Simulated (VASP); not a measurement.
# CuO (Cc) in VASP: notebook, part 2 of 2

VASP 6.6.1. The steps go on from the part before.

**3. Vibrations by perturbation theory, PBE**

INCAR

```
SYSTEM = CuO
PREC     = Accurate       ! precision mode
ENCUT    = 520            ! plane-wave cutoff, eV
EDIFF    = 1E-8           ! SCF threshold, eV
ISMEAR   = -1             ! smearing method
SIGMA    = 0.05           ! smearing width, eV
LREAL    = .FALSE.        ! projectors in reciprocal space
LASPH    = .TRUE.         ! aspherical terms in the spheres
NELM     = 60             ! most SCF steps
ALGO     = Normal         ! electronic algorithm
ISIF     = 2              ! what is computed and relaxed
LWAVE    = .FALSE.        ! write WAVECAR
LCHARG   = .FALSE.        ! write CHGCAR
GGA      = PE             ! functional
IBRION   = 8              ! ionic algorithm
NSW      = 1              ! ionic steps
```

KPOINTS

```
regular mesh
0
G
  10 10 5
  0 0 0
```

POSCAR

```
CuO
1.0
    2.3446500000     -1.7134000000      0.0000000000
    2.3446500000      1.7134000000      0.0000000000
   -0.8605543552      0.0000000000      5.0594363927
Cu O
2 2
Direct
    0.4968000000      0.0032000000      0.5000000000
    0.0032000000      0.4968000000      0.0000000000
    0.4056000000      0.5714000000      0.7537000000
    0.5714000000      0.4056000000      0.2537000000
```

Potentials or basis: VASP PAW PBE potentials, release 64 (Cu, O).

On the command line:

```console
> cat potpaw_PBE.64/Cu/POTCAR potpaw_PBE.64/O/POTCAR > POTCAR
> mpirun -np 1 vasp_std > vasp.out
```

OUTCAR:

```text
SYSTEM = CuO
   PREC = Accurate
   ENCUT = 520
   EDIFF = 1E-8
   ISMEAR = -1
   LREAL = .FALSE.
   LASPH = .TRUE.
   NELM = 60
   ISIF = 2
   GGA = PE
   IBRION = 8
   NSW = 1

 ion  position               nearest neighbor table
   1  0.497  0.003  0.500-   4 1.91   3 1.93   4 1.98   3 2.02
   2  0.003  0.497  0.000-   3 1.91   4 1.93   3 1.98   4 2.02
   3  0.406  0.571  0.754-   2 1.91   1 1.93   2 1.98   1 2.02
   4  0.571  0.406  0.254-   1 1.91   2 1.93   1 1.98   2 2.02

  LATTYP: Found a base centered monoclinic cell.
 ALAT       =     4.6893000000
 B/A-ratio  =     0.7307700510
 C/A-ratio  =     1.0944277397
 COS(beta)  =    -0.1676807457

  Lattice vectors:

 A1 = (   2.3446500000,  -1.7134000000,   0.0000000000)
 A2 = (   2.3446500000,   1.7134000000,   0.0000000000)
 A3 = (  -0.8605543552,   0.0000000000,   5.0594363927)

Analysis of symmetry for initial positions (statically):
=====================================================================
 Subroutine PRICEL returns:
 Original cell was already a primitive cell.

 Routine SETGRP: Setting up the symmetry group for a
 base centered monoclinic supercell.

 Subroutine GETGRP returns: Found  2 space group operations
 (whereof  1 operations were pure point group operations)
 out of a pool of  4 trial point group operations.

The static configuration has the point symmetry C_1 .
 The point group associated with its full space group is C_1h.

Analysis of symmetry for dynamics (positions and initial velocities):
=====================================================================
 Subroutine PRICEL returns:
 Original cell was already a primitive cell.

 Routine SETGRP: Setting up the symmetry group for a
 base centered monoclinic supercell.

 Subroutine GETGRP returns: Found  2 space group operations
 (whereof  1 operations were pure point group operations)
 out of a pool of  4 trial point group operations.

The dynamic configuration has the point symmetry C_1 .
 The point group associated with its full space group is C_1h.

 Subroutine INISYM returns: Found  2 space group operations
 (whereof  1 operations are pure point group operations),
 and found     1 'primitive' translations

[... 744 lines left out ...]
 -----------------------------------------------------------------------------
  energy-cutoff  :      520.00
  volume of cell :       40.65
      direct lattice vectors                 reciprocal lattice vectors
     2.344650000 -1.713400000  0.000000000     0.213251445 -0.291817439  0.036271720
     2.344650000  1.713400000  0.000000000     0.213251445  0.291817439  0.036271720
    -0.860554355  0.000000000  5.059436393     0.000000000  0.000000000  0.197650474

 POSITION                                       TOTAL-FORCE (eV/Angst)
 -----------------------------------------------------------------------------------
      0.74205     -0.84573      2.52972        -0.652490     -0.363564      0.254716
      1.17233      0.84573      0.00000        -0.652490      0.363564      0.254716
      1.64212      0.28408      3.81330         0.652490     -0.265071     -0.254716
      2.07240     -0.28408      1.28358         0.652490      0.265071     -0.254716
 -----------------------------------------------------------------------------------
    total drift:                               -0.000103      0.000000     -0.000520

  FREE ENERGIE OF THE ION-ELECTRON SYSTEM (eV)
  ---------------------------------------------------
  free  energy   TOTEN  =       -19.4885762759 eV

  energy  without entropy=      -19.4694026669  energy(sigma->0) =      -19.47898947

[... ionic steps 2 to 9 ...]

--------------------------------------- Ionic step       10  -------------------------------------------

------------------------ aborting loop because EDIFF is reached ----------------------------------------

--------------------------------------- Ionic step       11  -------------------------------------------

------------------------ aborting loop because EDIFF is reached ----------------------------------------

--------------------------------------- Ionic step       12  -------------------------------------------

 Free energy of the ion-electron system (eV)
  ---------------------------------------------------
  ---------------------------------------------------
  free energy    TOTEN  =        -0.38024723 eV

  energy without entropy =       -0.38024731

------------------------ aborting loop because EDIFF is reached ----------------------------------------

 INTERNAL STRAIN TENSOR  FOR ION    3  DIRECTION 3   (eV/Angst):
 -----------------------------------------------------------------------------
     2.27534 -3.19764 -2.52321
    -3.03857 -0.23842 -4.39475
    -2.57487 -4.59579  0.85988

 INTERNAL STRAIN TENSOR FOR ION    4 for displacements in x,y,z  (eV/Angst):
          X           Y           Z          XY          YZ          ZX
  --------------------------------------------------------------------------------
  x    -1.89463    -1.19621    -3.36101     0.90754     4.42830     1.96192
  y     0.20550     4.45623     4.85305    -0.22941    -0.63302     5.37241
  z     2.27534    -0.23842     0.85988     3.03857     4.59579    -2.52321

 SECOND DERIVATIVES (NOT SYMMETRIZED)
 ------------------------------------
               1X          1Y          1Z          2X          2Y          2Z          3X          3Y          3Z          4X          4Y          4Z
  1X   -10.360284   -5.325461    1.533730    0.283918    0.176917   -0.124845    4.148595    2.365227    0.803653    5.927770    2.783317   -2.212538
  1Y    -5.323465   -7.670725   -1.939752   -0.176081    0.761913   -0.190767    2.525115    3.581936    1.969659    2.974431    3.326876    0.160861
  1Z     1.533863   -1.939368  -15.889120   -0.124591    0.191579    4.506500    0.549995    1.715922    5.130106   -1.959267    0.031867    6.252515
  2X     0.283918   -0.176917   -0.124845  -10.360284    5.325461    1.533730    5.927770   -2.783317   -2.212538    4.148595   -2.365227    0.803653
  2Y     0.176081    0.761913    0.190767    5.323465   -7.670725    1.939752   -2.974431    3.326876   -0.160861   -2.525115    3.581936   -1.969659
  2Z    -0.124591   -0.191579    4.506500    1.533863    1.939368  -15.889120   -1.959267   -0.031867    6.252515    0.549995   -1.715922    5.130106
  3X     4.137101    2.529598    0.558918    5.921216   -2.973738   -1.962555   -8.203228    0.430669    1.558143   -1.855089    0.013471   -0.154506
  3Y     2.366488    3.568690    1.721499   -2.785252    3.316744   -0.033514    0.431591   -5.929218   -1.746354   -0.012827   -0.956216    0.058368
  3Z     0.792254    1.972296    5.140067   -2.211625   -0.160720    6.267970    1.578600   -1.751601  -12.767547   -0.159229   -0.059975    1.359510
  4X     5.921216    2.973738   -1.962555    4.137101   -2.529598    0.558918   -1.855089   -0.013471   -0.154506   -8.203228   -0.430669    1.558143
  4Y     2.785252    3.316744    0.033514   -2.366488    3.568690   -1.721499    0.012827   -0.956216   -0.058368   -0.431591   -5.929218    1.746354
  4Z    -2.211625    0.160720    6.267970    0.792254   -1.972296    5.140067   -0.159229    0.059975    1.359510    1.578600    1.751601  -12.767547

 Eigenvectors and eigenvalues of the dynamical matrix
 ----------------------------------------------------

   1 f  =   15.503699 THz    97.412616 2PiTHz  517.147747 cm-1    64.118120 meV
             X         Y         Z           dx          dy          dz
      0.742048 -0.845734  2.529718     0.170187    0.033577   -0.261636
      1.172325  0.845734  0.000000     0.170187   -0.033577   -0.261636
      1.642123  0.284082  3.813297    -0.338809    0.118620    0.522104
      2.072400 -0.284082  1.283579    -0.338809   -0.118620    0.522104
[... 71 lines left out ...]
  12 f/i=    0.011759 THz     0.073884 2PiTHz    0.392237 cm-1     0.048631 meV
             X         Y         Z           dx          dy          dz
      0.742048 -0.845734  2.529718    -0.001232   -0.631590   -0.000330
      1.172325  0.845734  0.000000     0.001232   -0.631590    0.000330
      1.642123  0.284082  3.813297     0.000154   -0.317950   -0.000014
      2.072400 -0.284082  1.283579    -0.000154   -0.317950    0.000014

--------------------------------------------------------------------------------------------------------

 ELASTIC MODULI CONTR FROM IONIC RELAXATION (kBar)
 Direction    XX          YY          ZZ          XY          YZ          ZX
 --------------------------------------------------------------------------------
 XX         -87.6262    -49.1187   -118.1832      0.0000      0.0000     18.1114
 YY         -49.1187   -344.5778   -402.6914     -0.0000     -0.0000   -357.9285
 ZZ        -118.1832   -402.6914   -523.7049     -0.0000     -0.0000   -357.9634
 XY           0.0000     -0.0000     -0.0000    -97.9980   -153.0017     -0.0000
 YZ           0.0000     -0.0000     -0.0000   -153.0017   -440.0461     -0.0000
 ZX          18.1114   -357.9285   -357.9634     -0.0000     -0.0000   -478.4739
 --------------------------------------------------------------------------------
```

Run time: 14 min. Hardware: 1 thread of Intel Xeon 6975P-C (Granite Rapids), shared host; peak memory 0.52 GiB.

What came out:

* Highest phonon frequency at Γ, LO-TO splitting left out: 517 cm⁻¹

Phonon frequencies in cm⁻¹ (negative: imaginary):
```csv
q point,frequencies
"(0.000, 0.000, 0.000)",0 0 0 135 149 266 280 340 391 462 516 517
```

Caveat: the cell stands under pressure or tension, which shifts response properties.
